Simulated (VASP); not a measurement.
# Au (I4/mmm) in VASP: notebook

Au is run at these levels: PBEsol; tasks: single point.

All numbers are computed with VASP 6.6.1; they aren't measurements. Logs are shortened: lines on timing, memory, paths and dates and some standing lists are left out, and cuts for length are marked.

**1. The cell of the first run**

The structure is tetragonal, space group I4/mmm (No. 139). The conventional cell has a = 3.397 Å, b = 3.397 Å, c = 3.149 Å, α = 90.00°, β = 90.00°, γ = 90.00°. Au (site symmetry 4/mmm) has 14 Au at 2.87 to 3.40 Å within 3.8 Å.

**2. Single point, PBEsol (strain +0.025 along x and y, -0.050 along z)**

INCAR

```
SYSTEM = Au
PREC = Accurate ; ENCUT = 520
EDIFF = 1E-6 ; ISMEAR = 0
SIGMA = 0.15 ; LREAL = .False.
LASPH = .True. ; NELM = 60
ALGO = Fast ; ISIF = 2
LWAVE = .False. ; LCHARG = .True.
GGA = PS ; LELF = .True.
LVHAR = .True. ; NBANDS = 12
```

KPOINTS

```
Automatic mesh
0
Gamma
  20 20 20
  0 0 0
```

POSCAR

```
Au
1.0
   -1.6987007250      1.6987007250      1.5744055500
    1.6987007250     -1.6987007250      1.5744055500
    1.6987007250      1.6987007250     -1.5744055500
Au
1
Direct
    0.0000000000      0.0000000000      0.0000000000
```

Potentials or basis: VASP PAW PBE potentials, release 64 (Au).

On the command line:

```
$ cat potpaw_PBE.64/Au/POTCAR > POTCAR
$ mpirun -np 1 vasp_std > vasp.out
```

OUTCAR:

```text
SYSTEM = Au
   PREC = Accurate
   ENCUT = 520
   EDIFF = 1E-6
   ISMEAR = 0
   LREAL = .False.
   LASPH = .True.
   NELM = 60
   ISIF = 2
   GGA = PS

 ion  position               nearest neighbor table
   1  0.000  0.000  0.000-

  LATTYP: Found a body centered tetragonal cell.
 ALAT       =     3.3974014500
 C/A-ratio  =     0.9268292683

  Lattice vectors:

 A1 = (  -1.6987007250,   1.6987007250,   1.5744055500)
 A2 = (   1.6987007250,  -1.6987007250,   1.5744055500)
 A3 = (   1.6987007250,   1.6987007250,  -1.5744055500)

Analysis of symmetry for initial positions (statically):
=====================================================================
 Subroutine PRICEL returns:
 Original cell was already a primitive cell.

 Routine SETGRP: Setting up the symmetry group for a
 body centered tetragonal supercell.

 Subroutine GETGRP returns: Found 16 space group operations
 (whereof 16 operations were pure point group operations)
 out of a pool of 16 trial point group operations.

The static configuration has the point symmetry D_4h.

Analysis of symmetry for dynamics (positions and initial velocities):
=====================================================================
 Subroutine PRICEL returns:
 Original cell was already a primitive cell.

 Routine SETGRP: Setting up the symmetry group for a
 body centered tetragonal supercell.

 Subroutine GETGRP returns: Found 16 space group operations
 (whereof 16 operations were pure point group operations)
 out of a pool of 16 trial point group operations.

The dynamic configuration has the point symmetry D_4h.

 Subroutine INISYM returns: Found 16 space group operations
 (whereof 16 operations are pure point group operations),
 and found     1 'primitive' translations

----------------------------------------------------------------------------------------

                                     Primitive cell

  volume of cell :      18.1723

  direct lattice vectors                    reciprocal lattice vectors
    -1.698700725  1.698700725  1.574405550     0.000000000  0.294342607  0.317580181
     1.698700725 -1.698700725  1.574405550     0.294342607  0.000000000  0.317580181
     1.698700725  1.698700725 -1.574405550     0.294342607  0.294342607  0.000000000

  length of vectors
     2.872267596  2.872267596  2.872267596     0.433006630  0.433006630  0.416263307

  position of ions in fractional coordinates (direct lattice)
     0.000000000  0.000000000  0.000000000

[... 78 lines left out ...]
   NSW    =      0    number of steps for IOM
   IBRION =     -1    ionic relax: 0-MD 1-quasi-New 2-CG
   NFREE  =      0    steps in history (QN), initial steepest desc. (CG)
   ISIF   =      2    stress and relaxation
   ISYM   =      2    0-nonsym 1-usesym 2-fastsym
   POTIM  = 0.5000    time-step for ionic-motion
   TEBEG  =    0.0;   TEEND  =   0.0 temperature during run
   PSTRESS=    0.0 pullay stress
   NELECT =      11.0000    total number of electrons
   NUPDOWN=      -1.0000    fix difference up-down
   EMIN   =  10.00;   EMAX   =-10.00  energy-range for DOS
   EFERMI =   0.00;   METHOD = LEGACY
   ISMEAR =     0;   SIGMA  =   0.15  broadening in eV -4-tet -1-fermi 0-gaus
   EFERMI_NEDOS =   21; number of points for ismear=-14 and -15
   IALGO  =     68    algorithm
   IMIX   =      4    mixing-type and parameters
     AMIX     =   0.40;   BMIX     =  1.00
     AMIX_MAG =   1.60;   BMIX_MAG =  1.00
  volume/ion in A,a.u.               =      18.17       122.63
  Fermi-wavevector in a.u.,A,eV,Ry     =   1.384849  2.616984 26.093328  1.917805
  Thomas-Fermi vector in A             =   2.509314
   LORBIT       =      0    0 simple, 1 ext, 2 COOP (PROOUT), +10 PAW based schemes
   GGA     = PS    functional components
   LHFCALC =     F    Hartree Fock is set to
   AEXX    =    0.0000 exact exchange contribution
   IVDW    =     0    specifies the selected vdW correction
   LEPSILON=     F    determine dielectric tensor
   LRPA    =     F    only Hartree local field effects (RPA)
 non-spin polarized calculation
 RMM-DIIS sequential band-by-band and
 Gauss-broadening in eV      SIGMA  =   0.15
  energy-cutoff  :      520.00
  volume of cell :       18.17
 maximum number of plane-waves:       507
 NGX is ok and might be reduce to    24
   NGX = 11   NGY = 11   NGZ = 11

 number of electron      11.0000002 magnetization

 Free energy of the ion-electron system (eV)
  ---------------------------------------------------
  ext. energy  EPLUGINS =         0.00000000
  ---------------------------------------------------
  free energy    TOTEN  =        -3.87141520 eV

  energy without entropy =       -3.86801867  energy(sigma->0) =       -3.86971694

 E-fermi :   8.2841     XC(G=0): -12.5086

 val. band max:        8.2788078265   @ k =   0.5000   0.3500   0.0500
 cond. band min:       8.3107173991   @ k =  -0.4000   0.4000   0.2500
 fundamental gap:      0.0319095727
 Fermi energy:         8.2840844723

 k-point     1 :       0.0000    0.0000    0.0000
  band No.  band energies     occupation
      1      -1.0061      2.00000
      2       3.4387      2.00000
      3       3.9141      2.00000
      4       3.9141      2.00000
      5       5.1529      2.00000
      6       5.7224      2.00000
      7      24.2484      0.00000
      8      24.2484      0.00000
      9      25.6839      0.00000
     10      30.7429      0.00000
     11      30.7429      0.00000
     12      32.5296      0.00000
[... 331 lines left out ...]
 k-point    24 :      -0.3500    0.0500    0.0000
  band No.  band energies     occupation
      1       1.5174      2.00000
      2       2.8863      2.00000
      3       4.4427      2.00000
      4       5.3936      2.00000
      5       5.5834      2.00000
      6       5.9868      2.00000
      7      17.2146      0.00000
      8      21.4712      0.00000
      9      23.0524      0.00000
     10      27.6796      0.00000
     11      28.4162      0.00000
     12      31.8727      0.00000

 [... further k-points ...]
[... 5 lines left out ...]
  --------------------------------------------------------------------------------------
  -------------------------------------------------------------------------------------
  Total       -1.0201323     -1.0201323     -1.1210764      0.0000000     -0.0000000      0.0000000
  in kB      -89.9408016    -89.9408016    -98.8406136      0.0000000     -0.0000000      0.0000000
  external PRESSURE =     -92.9074056 kB  Pullay stress =       0.0000000 kB

 VOLUME and BASIS-vectors are now :
 -----------------------------------------------------------------------------
  energy-cutoff  :      520.00
  volume of cell :       18.17
      direct lattice vectors                 reciprocal lattice vectors
    -1.698700725  1.698700725  1.574405550     0.000000000  0.294342607  0.317580181
     1.698700725 -1.698700725  1.574405550     0.294342607  0.000000000  0.317580181
     1.698700725  1.698700725 -1.574405550     0.294342607  0.294342607  0.000000000

 POSITION                                       TOTAL-FORCE (eV/Angst)
 -----------------------------------------------------------------------------------
      0.00000      0.00000      0.00000         0.000000      0.000000     -0.000000
 -----------------------------------------------------------------------------------
    total drift:                               -0.000000      0.000000      0.000000

  FREE ENERGIE OF THE ION-ELECTRON SYSTEM (eV)
  ---------------------------------------------------
  free  energy   TOTEN  =        -3.8714151993 eV

  energy  without entropy=       -3.8680186740  energy(sigma->0) =       -3.86971694
```

It took 2.4 min on 1 thread of Intel Xeon 8259CL, shared host; peak memory 0.25 GiB.

What came out:

```
Free energy            : -3.8714 eV
Pressure               : -9.3 GPa
Band gap on the k mesh : zero (an odd number of electrons rules out a gap without spin polarisation)
```

Stress tensor (GPa, compression positive):
```
-8.99  0.00  0.00
 0.00 -8.99  0.00
 0.00  0.00 -9.88
```

Caveat: the cell differs from its parent crystal (strain +0.025 along x and y, -0.050 along z); the cell stands under tension; the PAW data sets were made with another functional, which shifts forces and pressure a little; spin-orbit coupling is left out, which moves the levels of the heavy elements.

**3. Single point, PBEsol (strain +0.050 along x and y, -0.050 along z)**

INCAR

```
SYSTEM = Au
PREC = Accurate ; ENCUT = 520
EDIFF = 1E-7 ; ISMEAR = 0
SIGMA = 0.15 ; LREAL = .False.
LASPH = .True. ; NELM = 80
ALGO = Fast ; ISIF = 2
LWAVE = .False. ; LCHARG = .True.
GGA = PS ; LELF = .True.
LVHAR = .True. ; NBANDS = 12
```

KPOINTS

```
regular mesh
0
Gamma
  20 20 20
  0 0 0
```

POSCAR

```
Au
1.0
   -1.7401324500      1.7401324500      1.5744055500
    1.7401324500     -1.7401324500      1.5744055500
    1.7401324500      1.7401324500     -1.5744055500
Au
1
Direct
    0.0000000000      0.0000000000      0.0000000000
```

Potentials or basis: VASP PAW PBE potentials, release 64 (Au).

On the command line:

```
$ cat potpaw_PBE.64/Au/POTCAR > POTCAR
$ mpirun -np 1 vasp_std > vasp.out
```

OUTCAR:

```text
SYSTEM = Au
   PREC = Accurate
   ENCUT = 520
   EDIFF = 1E-7
   ISMEAR = 0
   LREAL = .False.
   LASPH = .True.
   NELM = 80
   ISIF = 2
   GGA = PS

 ion  position               nearest neighbor table
   1  0.000  0.000  0.000-

  LATTYP: Found a body centered tetragonal cell.
 ALAT       =     3.4802649000
 C/A-ratio  =     0.9047619048

  Lattice vectors:

 A1 = (  -1.7401324500,   1.7401324500,   1.5744055500)
 A2 = (   1.7401324500,  -1.7401324500,   1.5744055500)
 A3 = (   1.7401324500,   1.7401324500,  -1.5744055500)
[... 541 lines left out ...]

 [... further k-points ...]

------------------------ aborting loop because EDIFF is reached ----------------------------------------

  FORCE on cell =-STRESS in cart. coord.  units (eV):
  Direction    XX          YY          ZZ          XY          YZ          ZX
  --------------------------------------------------------------------------------------
  -------------------------------------------------------------------------------------
  Total       -1.6150616     -1.6150616     -1.7494399      0.0000000      0.0000000      0.0000000
  in kB     -135.6933192   -135.6933192   -146.9834350      0.0000000      0.0000000      0.0000000
  external PRESSURE =    -139.4566911 kB  Pullay stress =       0.0000000 kB

 VOLUME and BASIS-vectors are now :
 -----------------------------------------------------------------------------
  energy-cutoff  :      520.00
  volume of cell :       19.07
      direct lattice vectors                 reciprocal lattice vectors
    -1.740132450  1.740132450  1.574405550     0.000000000  0.287334450  0.317580181
     1.740132450 -1.740132450  1.574405550     0.287334450  0.000000000  0.317580181
     1.740132450  1.740132450 -1.574405550     0.287334450  0.287334450  0.000000000

 POSITION                                       TOTAL-FORCE (eV/Angst)
 -----------------------------------------------------------------------------------
      0.00000      0.00000      0.00000         0.000000     -0.000000     -0.000000
 -----------------------------------------------------------------------------------
    total drift:                                0.000000      0.000000      0.000000

  FREE ENERGIE OF THE ION-ELECTRON SYSTEM (eV)
  ---------------------------------------------------
  free  energy   TOTEN  =        -3.8078517105 eV

  energy  without entropy=       -3.8037527905  energy(sigma->0) =       -3.80580225
```

It took 2.8 min on 1 thread of Intel Xeon 8259CL, shared host; peak memory 0.26 GiB.

Results:

```yaml
Free_energy: -3.8079 eV
Pressure: -13.9 GPa
Band_gap_on_the_k_mesh: zero (an odd number of electrons rules out a gap without spin polarisation)
```

Levels at points of the mesh, in eV from the Fermi level:
| k point | band 3 | band 4 | band 5 | band 6 | band 7 | band 8 | band 9 | band 10 |
| --- | --- | --- | --- | --- | --- | --- | --- | --- |
| (0.00, 0.00, 0.00) | -4.07 | -4.07 | -3.11 | -2.41 | 15.76 | 15.76 | 17.67 | 21.59 |
| (0.50, 0.00, 0.00) | -2.83 | -2.18 | -1.44 | -0.05 | 3.21 | 11.76 | 12.40 | 19.29 |
| (0.50, 0.50, 0.00) | -3.31 | -2.72 | -1.51 | -0.59 | 2.42 | 13.25 | 14.61 | 20.79 |
| (0.50, 0.50, 0.50) | -1.80 | -1.80 | -1.62 | 5.23 | 5.23 | 8.04 | 8.04 | 13.86 |

Caveat: the cell differs from its parent crystal (strain +0.050 along x and y, -0.050 along z); the cell stands under tension; the PAW data sets were made with another functional, which shifts forces and pressure a little; spin-orbit coupling is left out, which moves the levels of the heavy elements.

**4. Single point, PBEsol (strain +0.050 along x and y, -0.025 along z)**

INCAR

```
SYSTEM = Au
PREC     = Accurate       ! precision mode
ENCUT    = 520            ! plane-wave cutoff, eV
EDIFF    = 1E-6           ! SCF threshold, eV
ISMEAR   = 0              ! smearing method
SIGMA    = 0.15           ! smearing width, eV
LREAL    = .FALSE.        ! projectors in reciprocal space
LASPH    = .TRUE.         ! aspherical terms in the spheres
NELM     = 100            ! most SCF steps
ALGO     = Fast           ! electronic algorithm
ISIF     = 2              ! what is computed and relaxed
LWAVE    = .FALSE.        ! write WAVECAR
LCHARG   = .FALSE.        ! write CHGCAR
GGA      = PS             ! functional
NBANDS   = 12             ! bands
```

KPOINTS

```
regular mesh
0
G
  20 20 20
  0 0 0
```

POSCAR

```
Au
1.0
   -1.7401324500      1.7401324500      1.6158372750
    1.7401324500     -1.7401324500      1.6158372750
    1.7401324500      1.7401324500     -1.6158372750
Au
1
Direct
    0.0000000000      0.0000000000      0.0000000000
```

On the command line:

```
$ cat potpaw_PBE.64/Au/POTCAR > POTCAR
$ mpirun -np 1 vasp_std > vasp.out
```

Wall time 2.3 min (1 thread of Intel Xeon 8259CL, shared host); peak memory 0.26 GiB.

The run converged. Its results:

- Free energy: -3.7589 eV
- Pressure: -15.9 GPa
- Band gap on the k mesh: zero (an odd number of electrons rules out a gap without spin polarisation)

Stress tensor (GPa, compression positive):
```
-15.58   0.00   0.00
  0.00 -15.58   0.00
  0.00   0.00 -16.63
```

Levels at points of the mesh, in eV from the Fermi level:
| k point | band 3 | band 4 | band 5 | band 6 | band 7 | band 8 | band 9 | band 10 |
| --- | --- | --- | --- | --- | --- | --- | --- | --- |
| (0.00, 0.00, 0.00) | -4.04 | -4.04 | -2.92 | -2.44 | 15.90 | 15.90 | 17.25 | 21.31 |
| (0.50, 0.00, 0.00) | -2.75 | -2.27 | -1.44 | -0.01 | 2.97 | 11.81 | 12.39 | 19.15 |
| (0.50, 0.50, 0.00) | -3.11 | -2.63 | -1.50 | -0.40 | 2.42 | 12.93 | 13.98 | 21.05 |
| (0.50, 0.50, 0.50) | -1.78 | -1.78 | -1.65 | 5.43 | 5.43 | 7.45 | 7.90 | 13.85 |

Caveat: the cell differs from its parent crystal (strain +0.050 along x and y, -0.025 along z); the cell stands under tension; the PAW data sets were made with another functional, which shifts forces and pressure a little; spin-orbit coupling is left out, which moves the levels of the heavy elements.

**5. The runs side by side**

| cell | further INCAR settings | gap on the mesh (eV) | pressure (GPa) |
| --- | --- | --- | --- |
| a = 2.872 Å, angles 107.5, 107.5, 113.5°, 1 atom | ALGO = Fast; EDIFF = 1e-06; NBANDS = 12 | none | -9.3 |
| a = 2.921 Å, angles 106.9, 106.9, 114.8°, 1 atom | ALGO = Fast; EDIFF = 1e-07; NBANDS = 12 | none | -13.9 |
| a = 2.944 Å, angles 107.5, 107.5, 113.4°, 1 atom | ALGO = Fast; EDIFF = 1e-06; NBANDS = 12 | none | -15.9 |

Alike in all rows: task single point; level PBEsol; potentials or basis VASP PAW PBE potentials, release 64 (Au); no spin polarisation; k mesh 20 × 20 × 20; cutoff (eV) 520; smearing gaussian 0.15 eV.

Caveats: the cell stands under tension; the PAW data sets were made with another functional, which shifts forces and pressure a little; spin-orbit coupling is left out, which moves the levels of the heavy elements.

Absolute energies hang on the potentials; compare differences alone.
